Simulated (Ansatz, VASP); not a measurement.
**One calculation of Si, two programs**

The input INCAR:

```
SYSTEM = Si
ALGO     = Normal         ! electronic algorithm
EDIFF    = 1E-6           ! SCF threshold, eV
ENCUT    = 520            ! plane-wave cutoff, eV
GGA      = PS             ! functional
ISIF     = 2              ! what is computed and relaxed
ISMEAR   = 0              ! smearing method
LASPH    = .True.         ! aspherical terms in the spheres
LCHARG   = .False.        ! write CHGCAR
LREAL    = .False.        ! projectors in reciprocal space
LWAVE    = .False.        ! write WAVECAR
NBANDS   = 26             ! bands
NELM     = 80             ! most SCF steps
PREC     = Accurate       ! precision mode
SIGMA    = 0.15           ! smearing width, eV
```

File KPOINTS:

```
k-points
0
Gamma
  10 10 10
  0 0 0
```

File POSCAR:

```
Si
1.0
   -3.2032035961      3.2032035961      3.6138542971
    3.2032035961     -3.2032035961      3.6138542971
    3.2032035961      3.2032035961     -3.6138542971
Si
8
Direct
    0.2047947401      0.2047947401      0.2047947401
    0.5000000000      0.0000000000      0.2952052599
    0.2952052599      0.5000000000      0.0000000000
    0.0000000000      0.2952052599      0.5000000000
    0.7952052599      0.7952052599      0.7952052599
    0.5000000000      0.0000000000      0.7047947401
    0.7047947401      0.5000000000      0.0000000000
    0.0000000000      0.7047947401      0.5000000000
```

Input for Ansatz:

```yaml
crystal:
  lattice:
    - [-3.2032035961, 3.2032035961, 3.6138542971]
    - [3.2032035961, -3.2032035961, 3.6138542971]
    - [3.2032035961, 3.2032035961, -3.6138542971]
  atoms:
    - { symbol: Si, position: [0.2047947401, 0.2047947401, 0.2047947401] }
    - { symbol: Si, position: [0.5, 0.0, 0.2952052599] }
    - { symbol: Si, position: [0.2952052599, 0.5, 0.0] }
    - { symbol: Si, position: [0.0, 0.2952052599, 0.5] }
    - { symbol: Si, position: [0.7952052599, 0.7952052599, 0.7952052599] }
    - { symbol: Si, position: [0.5, 0.0, 0.7047947401] }
    - { symbol: Si, position: [0.7047947401, 0.5, 0.0] }
    - { symbol: Si, position: [0.0, 0.7047947401, 0.5] }
basis:
  ecutwfc: 420
kpoints:
  mp_grid: { grid: [10, 10, 10] }
hamiltonian:
  xc: pbesol
  pseudopotentials: { kind: paw, azcp: { folder: soft_1 } }
scf:
  occupations: { method: gaussian, width: 0.15 }
output:
  forces: true
  stress: true
  eigenvalues: true
  write_density: true
  write_potential: true
  elf: true
  volumetric_format: npy
```

Alike in both runs: task single point; functional PBEsol; k mesh 10 × 10 × 10; occupations gaussian, width 0.15 eV; no spin polarisation.

|  | VASP | Ansatz |
| --- | --- | --- |
| version | VASP 6.6.1 | Ansatz 0.2.0 |
| potentials or method | VASP PAW PBE potentials, release 64 (Si), cutoff 520 eV | scalar-relativistic, plane waves, PAW |
| valence electrons in the cell | 32 | 32 |

Ansatz gave:

* gap on the k mesh at the Fermi level (eV): none
* pressure (GPa): -2.5
* traceless stress, the component that is largest in VASP (GPa): -11.12
* rms of the force components (eV/Å): 0.397

Q: What did VASP give for the same quantities?

A: gap on the k mesh at the Fermi level (eV): none; pressure (GPa): -2.3; traceless stress, the component that is largest in VASP (GPa): -11.14; rms of the force components (eV/Å): 0.400.

VASP's potentials were made for PBE, not for PBEsol, and Ansatz warns of the same on its side. Atom by atom the forces differ by 0.007 eV/Å (rms over components). A gap of «none» marks a metal or a gap that the smearing closes. With one functional, cell and mesh, what is left measures potentials, basis and numerics.
